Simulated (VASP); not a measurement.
Crystal: TiC.

```
CELL_PARAMETERS angstrom
0.00000 2.13645 2.13645
2.13645 0.00000 2.13645
2.13645 2.13645 0.00000
ATOMIC_POSITIONS crystal
Ti 0.00000 0.00000 0.00000
C 0.50000 0.50000 0.50000
```

This cell differs from its parent crystal: volume scaled by 0.96.

Base run:

| Property | Result |
| --- | --- |
| Program | VASP 6.6.1 |
| Functional | PBEsol |
| Potentials or basis | VASP PAW PBE potentials, release 64 (Ti_sv, C) |
| Cutoff | 520 eV |
| k mesh | 11 × 11 × 11 |
| Occupations | fermi-dirac, width 0.05 eV |
| Spin | no spin polarisation |

Its results: band gap on the k mesh zero (band 8 reaches 10.46 eV, above the bottom of band 9 at 9.37 eV); pressure 4.1 GPa.

**Question.** The run is repeated on the same cell with these changes: functional from PBEsol to PBE. What comes out?

**Answer.** Band gap on the k mesh zero (band 8 reaches 10.61 eV, above the bottom of band 9 at 9.48 eV); pressure 11.6 GPa.

PBE binds less tightly than PBEsol, so the same cell stands under more pressure.

Caveats: the PAW data sets were made with another functional, which shifts forces and pressure a little (some runs).
